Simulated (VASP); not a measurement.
A run of VASP 6.6.1:

INCAR

```
SYSTEM = AlNi3
ALGO = Fast
EDIFF = 1E-7
ENCUT = 520
GGA = PS
ISIF = 2
ISMEAR = -1
LASPH = .True.
LCHARG = .False.
LREAL = .False.
LWAVE = .False.
NBANDS = 24
NELM = 60
PREC = Accurate
SIGMA = 0.05
```

File KPOINTS:

```
k-points
0
Gamma
  8 8 8
  0 0 0
```

The input POSCAR:

```
AlNi3
1.0
    0.0000000000      2.8018887551      2.8018887551
    2.8018887551      0.0000000000      2.8018887551
    2.8018887551      2.8018887551      0.0000000000
Ni Al
3 1
Direct
    0.7500000000      0.7500000000      0.7500000000
    0.0000000000      0.0000000000      0.0000000000
    0.2500000000      0.2500000000      0.2500000000
    0.5000000000      0.5000000000      0.5000000000
```

Potentials or basis: VASP PAW PBE potentials, release 64 (Ni, Al).

Launch:

```bash
$ cat potpaw_PBE.64/Ni/POTCAR potpaw_PBE.64/Al/POTCAR > POTCAR
$ mpirun -np 1 vasp_std > vasp.out
```

Hardware: 1 thread of Intel(R) Xeon(R) Platinum 8259CL CPU @ 2.50GHz (Skylake/Cascade Lake), with other jobs on the host.

Problem. Estimate the wall time of this run.

Solution. Run time: 55 s on 1 thread of Intel(R) Xeon(R) Platinum 8259CL CPU @ 2.50GHz (Skylake/Cascade Lake), with other jobs on the host, peak memory 0.17 GiB. Counts: scf iterations 18, k points 29.
